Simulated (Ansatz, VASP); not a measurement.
Two plane-wave programs on MoS2

```xyz
3
Lattice="3.0180 0.0000 0.0000 -1.5090 2.6137 0.0000 0.0000 0.0000 6.3676" Properties=species:S:1:pos:R:3 pbc="T T T"
Mo    0.0000    0.0000    0.0000
S     0.0000    1.7425    1.5014
S     0.0000    1.7425    4.8662
```

Alike in both runs: task single point; functional PBE; dispersion D3(BJ); k mesh 12 × 12 × 6; occupations gaussian, width 0.05 eV; no spin polarisation.

|  | VASP | Ansatz |
| --- | --- | --- |
| version | VASP 6.6.1 | Ansatz 0.2.0 |
| potentials or method | VASP PAW PBE potentials, release 64 (Mo_sv, S), cutoff 500 eV | scalar-relativistic, plane waves, PAW |
| valence electrons in the cell | 26 | 26 |

Ansatz gave:

- gap on the k mesh at the Fermi level (eV): 1.18
- least direct gap on the mesh (eV): 2.09
- pressure (GPa): 23.8
- traceless stress, the component that is largest in VASP (GPa): 1.75
- rms of the force components (eV/Å): 1.174

**Question.** Which values does VASP return?

**Answer.** gap on the k mesh at the Fermi level (eV): 1.19; least direct gap on the mesh (eV): 2.09; pressure (GPa): 23.6; traceless stress, the component that is largest in VASP (GPa): 1.65; rms of the force components (eV/Å): 1.161.

Atom by atom the forces differ by 0.013 eV/Å (rms over components).
